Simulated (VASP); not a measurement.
## Ag: single point with PBEsol

The system is Ag.

```xyz
1
Lattice="-1.2800 1.2800 1.2800 1.2800 -1.2800 1.2800 1.2800 1.2800 -1.2800" Properties=species:S:1:pos:R:3 pbc="T T T"
Ag    0.0000    0.0000    0.0000
```

```
Program                : VASP 6.6.1
Task                   : single point
Functional             : PBEsol
Potentials or basis    : VASP PAW PBE potentials, release 64 (Ag)
Cutoff                 : 520 eV
k mesh                 : 18 × 18 × 18
Occupations            : tetrahedron
Spin                   : no spin polarisation
Dipole correction      : no
Further INCAR settings : ALGO = Normal; EDIFF = 1e-06; NBANDS = 12
```

The pressure is 532.9 GPa.

Levels at points of the mesh, in eV from the Fermi level:
```
           k point  band 1  band 2  band 3  band 4  band 5  band 6  band 7  band 8  band 9  band 10
(0.00, 0.00, 0.00)  -15.69  -10.71  -10.71  -10.71   -6.69   -6.69   16.81   16.81   16.81    32.46
(0.50, 0.00, 0.00)  -15.13  -13.27   -6.64   -5.99   -2.97   -2.92   10.08   12.49   20.95    28.30
(0.50, 0.50, 0.50)  -15.73  -15.73   -3.89   -3.89   -3.89    8.32    8.32    8.32   22.48    22.48
```

Wall time 44 s on 1 thread of AMD EPYC 7R13, with other jobs on the host, peak memory 0.11 GiB.

Caveat: the PAW data sets were made with another functional, which shifts forces and pressure a little.
